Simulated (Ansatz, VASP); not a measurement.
# One calculation of P, two programs

INCAR

```
SYSTEM = P
PREC = Accurate
ENCUT = 520
EDIFF = 1E-8
ISMEAR = -1
SIGMA = 0.05
LREAL = .False.
LASPH = .True.
NELM = 80
ALGO = Normal
ISIF = 2
LWAVE = .False.
LCHARG = .False.
GGA = PS
LEFG = .True.
NBANDS = 12
```

File KPOINTS:

```
regular mesh
0
Gamma
  14 14 14
  0 0 0
```

Contents of POSCAR:

```
P
1.0
    1.7257251780      0.9963478961      3.1296800121
   -1.7257251780      0.9963478961      3.1296800121
    0.0000000000     -1.9926957921      3.1296800121
P
2
Direct
    0.2270802500      0.2270802500      0.2270802500
    0.7729197500      0.7729197500      0.7729197500
```

Input for Ansatz:

```yaml
crystal:
  lattice:
    - [1.725725178, 0.9963478961, 3.1296800121]
    - [-1.725725178, 0.9963478961, 3.1296800121]
    - [0.0, -1.9926957921, 3.1296800121]
  atoms:
    - { symbol: P, position: [0.22708025, 0.22708025, 0.22708025] }
    - { symbol: P, position: [0.77291975, 0.77291975, 0.77291975] }
kpoints:
  mp_grid: { grid: [14, 14, 14] }
scf:
  occupations: { method: fermi_dirac, width: 0.05 }
hamiltonian:
  xc: pbesol
  pseudopotentials: { kind: all_electron, datasets: crystal }
output:
  forces: true
  stress: true
  eigenvalues: true
  efg: { contact_densities: true }
```

Alike in both runs: task electric field gradients; functional PBEsol; k mesh 14 × 14 × 14; occupations fermi-dirac, width 0.05 eV; no spin polarisation.

|  | VASP | Ansatz |
| --- | --- | --- |
| version | VASP 6.6.1 | Ansatz 0.2.0 |
| potentials or method | VASP PAW PBE potentials, release 64 (P), cutoff 520 eV | all-electron PAW with datasets made for the crystal, scalar-relativistic |

|  | VASP | Ansatz | Ansatz less VASP |
| --- | --- | --- | --- |
| gap on the k mesh at the Fermi level (eV) | none | none | - |
| pressure (GPa) | -1.7 | -1.7 | +0.02 |
| traceless stress, the component that is largest in VASP (GPa) | -0.77 | -0.90 | -0.120 |
| rms of the force components (eV/Å) | 0.173 | 0.185 | +0.0129 |

VASP's potentials were made for PBE, not for PBEsol. Atom by atom the forces differ by 0.013 eV/Å (rms over components). A gap of «none» marks a metal or a gap that the smearing closes. Ansatz ran all-electron here, and VASP with PAW potentials.
